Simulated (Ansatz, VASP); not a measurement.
**SiF: VASP beside Ansatz**

```
Si F
1.0
    -1.98823   -3.44608    0.06620
     0.02827    2.40124   -6.47358
     5.92442   -3.42331    0.03962
Si F
4 4
Direct
  0.72020 0.44385 0.90639
  0.22087 0.44713 0.40794
  0.78082 0.55627 0.59338
  0.28000 0.55276 0.09192
  0.58027 0.19075 0.86058
  0.08027 0.19391 0.36617
  0.91884 0.80935 0.63918
  0.41873 0.80600 0.13444
```

Change from the starting cell: cell x2, atoms moved at random (sigma 0.05 Å) and cell strained at random (1.5 %), then relaxed without symmetry.

Alike in both runs: functional PBE; k mesh 4 × 4 × 2; occupations gaussian, width 0.1 eV; no spin polarisation.

Ansatz relaxed the structure, and its values are those at the end. VASP's run is a single point on that final structure, the one shown.

```csv
,VASP,Ansatz
version,VASP 6.6.1,Ansatz 0.2.0
potentials or method,"VASP PAW PBE potentials, release 64 (Si, F), cutoff 520 eV","scalar-relativistic, plane waves, PAW"
valence electrons in the cell,44,44
```

VASP gave:

```
gap on the k mesh at the Fermi level (eV) : 0.53
least direct gap on the mesh (eV)         : 0.53
pressure (GPa)                            : 0.3
rms of the force components (eV/Å)        : 0.115
```

Q: What did Ansatz give for the same quantities?

A: gap on the k mesh at the Fermi level (eV): 0.53; least direct gap on the mesh (eV): 0.53; pressure (GPa): 0.1; rms of the force components (eV/Å): 0.004.

The k mesh is coarse, so the values compare programs but aren't converged.
